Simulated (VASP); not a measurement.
Crystal: Ga2Ge3O.

```xyz
6
Lattice="5.3450 0.0000 0.0000 -2.6725 4.6289 0.0000 0.0000 0.0000 4.6613" Properties=species:S:1:pos:R:3 pbc="T T T"
Ga    0.0000    3.0859    0.0000
Ga    2.6725    1.5430    0.0000
Ge    2.6725    0.0000    2.3306
Ge    1.3363    2.3145    2.3306
Ge   -1.3363    2.3145    2.3306
O     0.0000    0.0000    0.0000
```

The cell was built from a structure type or drawn by symmetry, and may not be a known phase.

```yaml
Program: VASP 6.6.1
Task: relaxation of cell and atoms
Functional: PBE
Potentials_or_basis: VASP PAW PBE potentials, release 64 (Ga_d, Ge_d, O)
Cutoff: 600 eV
k_mesh: 6 × 6 × 4
Occupations: gaussian, width 0.1 eV
Spin: no spin polarisation
```

At the start: pressure -0.1 GPa; volume 19.22 Å³/atom.

**Question.** How do energy, volume and symmetry change on relaxing?

**Answer.** Over 9 steps the energy falls by 41.8 meV/atom; space group P6/mmm (No. 191, to 0.1 Å) before and after.

Step by step:
```tsv
step	energy change (eV)	largest force (eV/Å)	pressure (GPa)	volume (Å³)
1	0.0000	0.0000	-0.12	115.33
2	-0.0227	0.0000	-0.01	115.07
3	-0.1144	0.0000	0.33	114.21
4	-0.2312	0.0000	1.84	111.99
5	-0.2337	0.0000	1.56	112.34
6	-0.2479	0.0000	0.71	114.31
7	-0.2481	0.0000	0.49	114.81
8	-0.2482	0.0000	0.55	114.68
9	-0.2509	0.0000	0.22	115.29
```

Final structure:
```cif
data_structure
_symmetry_space_group_name_H-M 'P 1'
_symmetry_Int_Tables_number 1
_cell_length_a 5.0693
_cell_length_b 5.0693
_cell_length_c 5.1802
_cell_angle_alpha 90.000
_cell_angle_beta 90.000
_cell_angle_gamma 120.000
_cell_volume 115.29
loop_
_atom_site_label
_atom_site_type_symbol
_atom_site_fract_x
_atom_site_fract_y
_atom_site_fract_z
_atom_site_occupancy
Ga1 Ga 0.33333 0.66667 0.00000 1
Ga2 Ga 0.66667 0.33333 0.00000 1
Ge1 Ge 0.50000 0.00000 0.50000 1
Ge2 Ge 0.50000 0.50000 0.50000 1
Ge3 Ge 0.00000 0.50000 0.50000 1
O1 O 0.00000 0.00000 0.00000 1
```
